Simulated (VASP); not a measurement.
# ZnS (F-43m) in VASP: further runs

ZnS is run at these levels: PBE; tasks: single point, relaxation of cell and atoms.

All numbers are computed with VASP 6.6.1; they aren't measurements. Logs are shortened: lines on timing, memory, paths and dates and some standing lists are left out, and cuts for length are marked.

**The experiment to reproduce.**

“Electronic, vibrational, and thermodynamic properties of ZnS (zincblende and rocksalt structure)”, 2009, arxiv:0911.5022 quotes, for a bulk crystal of ZnS at 19 K: band gap 3.85 eV (direct).

The runs below are set against these values where they give the same quantity.

## Step 1: The cell of the first run

It takes space group F-43m (No. 216, cubic). Conventional cell: a = 5.444 Å, b = 5.444 Å, c = 5.444 Å, α = 90.00°, β = 90.00°, γ = 90.00°. Zn (site symmetry -43m) has 4 S at 2.36 Å within 3.1 Å. Within 3.1 Å of S (site symmetry -43m) lie 4 Zn at 2.36 Å.

## Step 2: Single point, PBE

File INCAR:

```
  PREC = Accurate
  ENCUT = 520
  EDIFF = 1E-6
  ISMEAR = 0
  SIGMA = 0.02
  LREAL = False
  LASPH = True
  NELM = 60
  ALGO = Normal
  ISIF = 2
  LWAVE = False
  LCHARG = False
  GGA = PE
  NBANDS = 16
```

File KPOINTS:

```
Automatic mesh
0
Gamma
  8 8 8
```

File POSCAR:

```
ZnS
1.0
    0.0000000000      2.7218045993      2.7218045993
    2.7218045993      0.0000000000      2.7218045993
    2.7218045993      2.7218045993      0.0000000000
Zn S
1 1
Direct
    0.0000000000      0.0000000000      0.0000000000
    0.2500000000      0.2500000000      0.2500000000
```

Potentials or basis: VASP PAW PBE potentials, release 64 (Zn, S).

Run with:

```console
cat potpaw_PBE.64/Zn/POTCAR potpaw_PBE.64/S/POTCAR > POTCAR
mpirun -np 1 vasp_std > vasp.out
```

OUTCAR:

```text
PREC = Accurate
   ENCUT = 520
   EDIFF = 1E-6
   ISMEAR = 0
   LREAL = False
   LASPH = True
   NELM = 60
   ISIF = 2
   GGA = PE

 ion  position               nearest neighbor table
   1  0.000  0.000  0.000-   2 2.36   2 2.36   2 2.36   2 2.36
   2  0.250  0.250  0.250-   1 2.36   1 2.36   1 2.36   1 2.36

  LATTYP: Found a face centered cubic cell.
 ALAT       =     5.4436091986

  Lattice vectors:

 A1 = (   0.0000000000,   2.7218045993,   2.7218045993)
 A2 = (   2.7218045993,   0.0000000000,   2.7218045993)
 A3 = (   2.7218045993,   2.7218045993,   0.0000000000)

Analysis of symmetry for initial positions (statically):
=====================================================================
 Subroutine PRICEL returns:
 Original cell was already a primitive cell.

 Routine SETGRP: Setting up the symmetry group for a
 face centered cubic supercell.

 Subroutine GETGRP returns: Found 24 space group operations
 (whereof 24 operations were pure point group operations)
 out of a pool of 48 trial point group operations.

The static configuration has the point symmetry T_d .

Analysis of symmetry for dynamics (positions and initial velocities):
=====================================================================
 Subroutine PRICEL returns:
 Original cell was already a primitive cell.

 Routine SETGRP: Setting up the symmetry group for a
 face centered cubic supercell.

 Subroutine GETGRP returns: Found 24 space group operations
 (whereof 24 operations were pure point group operations)
 out of a pool of 48 trial point group operations.

The dynamic configuration has the point symmetry T_d .

 Subroutine INISYM returns: Found 24 space group operations
 (whereof 24 operations are pure point group operations),
 and found     1 'primitive' translations

----------------------------------------------------------------------------------------

                                     Primitive cell

  volume of cell :      40.3275

  direct lattice vectors                    reciprocal lattice vectors
     0.000000000  2.721804599  2.721804599    -0.183701652  0.183701652  0.183701652
     2.721804599  0.000000000  2.721804599     0.183701652 -0.183701652  0.183701652
     2.721804599  2.721804599  0.000000000     0.183701652  0.183701652 -0.183701652

  length of vectors
     3.849212978  3.849212978  3.849212978     0.318180594  0.318180594  0.318180594

  position of ions in fractional coordinates (direct lattice)
     0.000000000  0.000000000  0.000000000
     0.250000000  0.250000000  0.250000000

  ion indices of the primitive-cell ions
   primitive index   ion index
                 1           1
                 2           2

----------------------------------------------------------------------------------------

 KPOINTS: Automatic mesh

Automatic generation of k-mesh.
 Grid dimensions read from file:
 generate k-points for:    8    8    8

 Generating k-lattice:

  Cartesian coordinates                     Fractional coordinates (reciprocal lattice)
    -0.022962706  0.022962706  0.022962706     0.125000000  0.000000000  0.000000000
     0.022962706 -0.022962706  0.022962706     0.000000000  0.125000000  0.000000000
     0.022962706  0.022962706 -0.022962706     0.000000000  0.000000000  0.125000000

  Length of vectors
     0.039772574  0.039772574  0.039772574

  Shift w.r.t. Gamma in fractional coordinates (k-lattice)
     0.000000000  0.000000000  0.000000000

 Subroutine IBZKPT returns following result:
 ===========================================

 Found     29 irreducible k-points:

 Following reciprocal coordinates:
            Coordinates               Weight
  0.000000  0.000000  0.000000      1.000000
  0.125000  0.000000  0.000000      8.000000
  0.250000  0.000000  0.000000      8.000000
  0.375000  0.000000  0.000000      8.000000
  0.500000  0.000000  0.000000      4.000000
  0.125000  0.125000  0.000000      6.000000
[... 16 lines left out ...]
  0.500000  0.250000  0.125000     48.000000
 -0.375000  0.250000  0.125000     24.000000
 [... further k-points ...]
   k-points           NKPTS =     29   k-points in BZ     NKDIM =     29   number of bands    NBANDS=     16
   number of dos      NEDOS =    301   number of ions     NIONS =      2
   total plane-waves  NPLWV =  27000
   dimension x,y,z NGX =    30 NGY =   30 NGZ =   30
   dimension x,y,z NGXF=    60 NGYF=   60 NGZF=   60
   ions per type =               1   1
   NGX,Y,Z   is equivalent  to a cutoff of  12.96, 12.96, 12.96 a.u.
   NGXF,Y,Z  is equivalent  to a cutoff of  25.91, 25.91, 25.91 a.u.
 SYSTEM =  unknown system
   PREC   = accura    normal or accurate (medium, high low for compatibility)
   ISTART =      0    job   : 0-new  1-cont  2-samecut
   ICHARG =      2    charge: 1-file 2-atom 10-const
   ISPIN  =      1    spin polarized calculation?
   LNONCOLLINEAR =      F non collinear calculations
   LSORBIT =      F    spin-orbit coupling
   LASPH  =      T    aspherical Exc in radial PAW
   ENCUT  =  520.0 eV  38.22 Ry    6.18 a.u.   7.16  7.16  7.16*2*pi/ulx,y,z
   NELM   =     60;   NELMIN=  2; NELMDL= -5     # of ELM steps
   EDIFF  = 0.1E-05   stopping-criterion for ELM
   LREAL  =      F    real-space projection
   EDIFFG = 0.1E-04   stopping-criterion for IOM
   NSW    =      0    number of steps for IOM
   IBRION =     -1    ionic relax: 0-MD 1-quasi-New 2-CG
   NFREE  =      0    steps in history (QN), initial steepest desc. (CG)
   ISIF   =      2    stress and relaxation
   ISYM   =      2    0-nonsym 1-usesym 2-fastsym
   POTIM  = 0.5000    time-step for ionic-motion
   TEBEG  =    0.0;   TEEND  =   0.0 temperature during run
   PSTRESS=    0.0 pullay stress
   NELECT =      18.0000    total number of electrons
   NUPDOWN=      -1.0000    fix difference up-down
   EMIN   =  10.00;   EMAX   =-10.00  energy-range for DOS
   EFERMI =   0.00;   METHOD = LEGACY
   ISMEAR =     0;   SIGMA  =   0.02  broadening in eV -4-tet -1-fermi 0-gaus
   EFERMI_NEDOS =   21; number of points for ismear=-14 and -15
   IALGO  =     38    algorithm
   IMIX   =      4    mixing-type and parameters
     AMIX     =   0.40;   BMIX     =  1.00
     AMIX_MAG =   1.60;   BMIX_MAG =  1.00
  volume/ion in A,a.u.               =      20.16       136.07
  Fermi-wavevector in a.u.,A,eV,Ry     =   1.251119  2.364273 21.297193  1.565300
  Thomas-Fermi vector in A             =   2.385082
   LORBIT       =      0    0 simple, 1 ext, 2 COOP (PROOUT), +10 PAW based schemes
   GGA     = PE    functional components
   LHFCALC =     F    Hartree Fock is set to
   AEXX    =    0.0000 exact exchange contribution
   IVDW    =     0    specifies the selected vdW correction
   LEPSILON=     F    determine dielectric tensor
   LRPA    =     F    only Hartree local field effects (RPA)
 non-spin polarized calculation
 Gauss-broadening in eV      SIGMA  =   0.02
  energy-cutoff  :      520.00
  volume of cell :       40.33
 maximum number of plane-waves:      1106
 NGX is ok and might be reduce to    30
   NGX = 15   NGY = 15   NGZ = 15

 number of electron      18.0000008 magnetization

 Free energy of the ion-electron system (eV)
  ---------------------------------------------------
  ext. energy  EPLUGINS =         0.00000000
  ---------------------------------------------------
  free energy    TOTEN  =        -6.85235623 eV

  energy without entropy =       -6.85235623  energy(sigma->0) =       -6.85235623

 E-fermi :   2.0293     XC(G=0):  -9.5275

 val. band max:        1.9054378625   @ k =   0.0000   0.0000   0.0000
 cond. band min:       3.9237834111   @ k =   0.0000   0.0000   0.0000
 fundamental gap:      2.0183455486
 Fermi energy:         2.0292971701

 k-point     1 :       0.0000    0.0000    0.0000
  band No.  band energies     occupation
      1     -11.0845      2.00000
      2      -4.3495      2.00000
      3      -4.3495      2.00000
      4      -4.3495      2.00000
      5      -3.8770      2.00000
      6      -3.8770      2.00000
[... 8 lines left out ...]
     15      13.6422      0.00000
     16      13.6530      0.00000

 k-point     2 :       0.1250    0.0000    0.0000
  band No.  band energies     occupation
      1     -10.9723      2.00000
      2      -4.3465      2.00000
      3      -4.3295      2.00000
      4      -4.3295      2.00000
      5      -3.8785      2.00000
      6      -3.8785      2.00000
[... 8 lines left out ...]
     15      13.0593      0.00000
     16      14.4473      0.00000

 k-point     3 :       0.2500    0.0000    0.0000
  band No.  band energies     occupation
      1     -10.6796      2.00000
      2      -4.2952      2.00000
      3      -4.2855      2.00000
      4      -4.2855      2.00000
      5      -3.8754      2.00000
      6      -3.8754      2.00000
[... 8 lines left out ...]
     15      12.8601      0.00000
     16      14.0501      0.00000

 k-point     4 :       0.3750    0.0000    0.0000
  band No.  band energies     occupation
      1     -10.3487      2.00000
      2      -4.2507      2.00000
      3      -4.2507      2.00000
      4      -4.0780      2.00000
      5      -3.8596      2.00000
      6      -3.8596      2.00000
[... 8 lines left out ...]
     15      13.9425      0.00000
     16      13.9425      0.00000
[... 324 lines left out ...]
 k-point    22 :       0.3750    0.2500    0.1250
  band No.  band energies     occupation
      1     -10.4506      2.00000
      2      -4.3187      2.00000
      3      -4.2225      2.00000
      4      -4.1951      2.00000
      5      -3.8973      2.00000
      6      -3.8410      2.00000
[... 8 lines left out ...]
     15      14.6304      0.00000
     16      16.8509      0.00000

 k-point    23 :       0.5000    0.2500    0.1250
  band No.  band energies     occupation
      1     -10.1745      2.00000
      2      -4.2391      2.00000
      3      -4.1926      2.00000
      4      -4.0493      2.00000
      5      -3.8594      2.00000
      6      -3.8046      2.00000
[... 8 lines left out ...]
     15      15.5568      0.00000
     16      16.1398      0.00000

 k-point    24 :      -0.3750    0.2500    0.1250
  band No.  band energies     occupation
      1     -10.0512      2.00000
      2      -4.2254      2.00000
      3      -4.1727      2.00000
      4      -3.9245      2.00000
      5      -3.8646      2.00000
      6      -3.6184      2.00000
[... 8 lines left out ...]
     15      15.2859      0.00000
     16      16.0648      0.00000

 [... further k-points ...]
[... 5 lines left out ...]
  --------------------------------------------------------------------------------------
  -------------------------------------------------------------------------------------
  Total        0.0366702      0.0366702      0.0366702      0.0000000      0.0000000      0.0000000
  in kB        1.4568762      1.4568762      1.4568762      0.0000000      0.0000000      0.0000000
  external PRESSURE =       1.4568762 kB  Pullay stress =       0.0000000 kB

 VOLUME and BASIS-vectors are now :
 -----------------------------------------------------------------------------
  energy-cutoff  :      520.00
  volume of cell :       40.33
      direct lattice vectors                 reciprocal lattice vectors
     0.000000000  2.721804599  2.721804599    -0.183701652  0.183701652  0.183701652
     2.721804599  0.000000000  2.721804599     0.183701652 -0.183701652  0.183701652
     2.721804599  2.721804599  0.000000000     0.183701652  0.183701652 -0.183701652

 POSITION                                       TOTAL-FORCE (eV/Angst)
 -----------------------------------------------------------------------------------
      0.00000      0.00000      0.00000        -0.000000     -0.000000     -0.000000
      1.36090      1.36090      1.36090         0.000000      0.000000      0.000000
 -----------------------------------------------------------------------------------
    total drift:                               -0.000000     -0.000000     -0.000000

  FREE ENERGIE OF THE ION-ELECTRON SYSTEM (eV)
  ---------------------------------------------------
  free  energy   TOTEN  =        -6.8523562254 eV

  energy  without entropy=       -6.8523562254  energy(sigma->0) =       -6.85235623
```

It took 22 s on 1 thread of Intel Xeon 6975P-C (Granite Rapids), shared host; peak memory 0.17 GiB.

Results:

```yaml
Free_energy: -6.8524 eV
Pressure: 0.1 GPa
Band_gap_on_the_k_mesh: 2.02 eV, direct
```

(Continued in part 2 of 2.)
